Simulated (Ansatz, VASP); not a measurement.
## Ba in VASP and in Ansatz

```
Ba
1.0
    -2.53798    2.53798    2.53458
     2.53798   -2.53798    2.53458
     2.53798    2.53798   -2.53458
Ba
1
Direct
  0.00000 0.00000 0.00000
```

Alike in both runs: functional r2SCAN; k mesh 12 × 12 × 12; occupations gaussian, width 0.1 eV; no spin polarisation.

Ansatz relaxed the structure, and its values are those at the end. VASP's run is a single point on that final structure, the one shown.

|  | VASP | Ansatz |
| --- | --- | --- |
| version | VASP 6.6.1 | Ansatz 0.2.0 |
| potentials or method | VASP PAW PBE potentials, release 64 (Ba_sv), cutoff 520 eV | scalar-relativistic, plane waves, PAW |
| valence electrons in the cell | 10 | 10 |

|  | VASP | Ansatz | Ansatz less VASP |
| --- | --- | --- | --- |
| gap on the k mesh at the Fermi level (eV) | none | none | - |
| pressure (GPa) | 0.0 | 0.0 | -0.05 |

VASP's potentials were made for PBE, not for r2SCAN. A gap of «none» marks a metal or a gap that the smearing closes. The functional is the same, so the differences come from potentials, cutoffs and numerics.

Neither program's run includes spin-orbit coupling.
